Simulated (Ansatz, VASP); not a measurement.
# W: VASP beside Ansatz

INCAR

```
SYSTEM = W
  ALGO = Normal
  EDIFF = 1E-6
  ENCUT = 520
  GGA = PS
  ISIF = 2
  ISMEAR = -1
  LASPH = .True.
  LCHARG = .False.
  LREAL = .False.
  LWAVE = .False.
  NBANDS = 13
  NELM = 80
  PREC = Accurate
  SIGMA = 0.05
```

KPOINTS

```
k-points
0
Gamma
  19 19 19
  0 0 0
```

The input POSCAR:

```
W
1.0
   -1.4132299519      1.4132299519      1.4132299519
    1.4132299519     -1.4132299519      1.4132299519
    1.4132299519      1.4132299519     -1.4132299519
W
1
Direct
    0.0000000000      0.0000000000      0.0000000000
```

Input for Ansatz:

```yaml
crystal:
  lattice:
    - [-1.4132299519, 1.4132299519, 1.4132299519]
    - [1.4132299519, -1.4132299519, 1.4132299519]
    - [1.4132299519, 1.4132299519, -1.4132299519]
  atoms:
    - { symbol: W, position: [0.0, 0.0, 0.0] }
kpoints:
  mp_grid: { grid: [19, 19, 19] }
scf:
  occupations: { method: fermi_dirac, width: 0.05 }
hamiltonian:
  xc: pbesol
  pseudopotentials: { kind: paw }
output:
  forces: true
  stress: true
  eigenvalues: true
  populations: true
  write_density: true
  write_potential: true
  elf: true
  volumetric_format: npy
```

Change from the starting cell: volume scaled by 0.72, PAW files.

Alike in both runs: task single point; functional PBEsol; k mesh 19 × 19 × 19; occupations fermi-dirac, width 0.05 eV; no spin polarisation.

|  | VASP | Ansatz |
| --- | --- | --- |
| version | VASP 6.6.1 | Ansatz 0.2.0 |
| potentials or method | VASP PAW PBE potentials, release 64 (W_sv) | PAW with Ansatz's default frozen-core files, scalar-relativistic |
| plane-wave cutoff (eV) | 520 | 420 |
| valence electrons in the cell | 14 | 14 |

|  | VASP | Ansatz | Ansatz less VASP |
| --- | --- | --- | --- |
| pressure (GPa) | 212.2 | 206.2 | -5.96 |

VASP's potentials were made for PBE, not for PBEsol. Both programs put the cell under a high pressure, so it lies far from rest at this level. The functional is the same, so the differences come from potentials, cutoffs and numerics.

Neither program's run includes spin-orbit coupling. Noted on VASP's run: the cell as given lies far from equilibrium.
